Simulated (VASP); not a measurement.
SiO2, 9 atoms in the cell. It takes space group P6_422 (No. 181, hexagonal). The conventional cell has a = 4.858 Å, b = 4.858 Å, c = 5.481 Å, α = 90.00°, β = 90.00°, γ = 120.00°. Within 2.1 Å of Si (site symmetry 222) lie 4 O at 1.58 Å. Within 2.1 Å of O (site symmetry 2) lie 2 Si at 1.58 Å. 

```yaml
Program: VASP 6.6.1
Task: single point
Functional: LDA
Potentials_or_basis: VASP PAW LDA potentials, release 64 (Si, O)
Cutoff: 520 eV
k_mesh: 6 × 6 × 4
Occupations: gaussian, width 0.02 eV
Spin: no spin polarisation
Dipole_correction: no
Further_INCAR_settings: ALGO = Normal; EDIFF = 1e-06; NBANDS = 34
```

Potentials or basis: VASP PAW LDA potentials, release 64 (Si, O).

Command:

```sh
$ cat potpaw_LDA.64/Si/POTCAR potpaw_LDA.64/O/POTCAR > POTCAR
$ mpirun -np 1 vasp_std > vasp.out
```

Hardware: 1 thread of Intel(R) Xeon(R) Platinum 8259CL CPU @ 2.50GHz (Skylake/Cascade Lake), on a shared host.

Task: How long does it take, and how much memory?

Result: Wall time 57 s on 1 thread of Intel(R) Xeon(R) Platinum 8259CL CPU @ 2.50GHz (Skylake/Cascade Lake), with other jobs on the host, peak memory 0.21 GiB. Counts: scf iterations 13, k points 21.
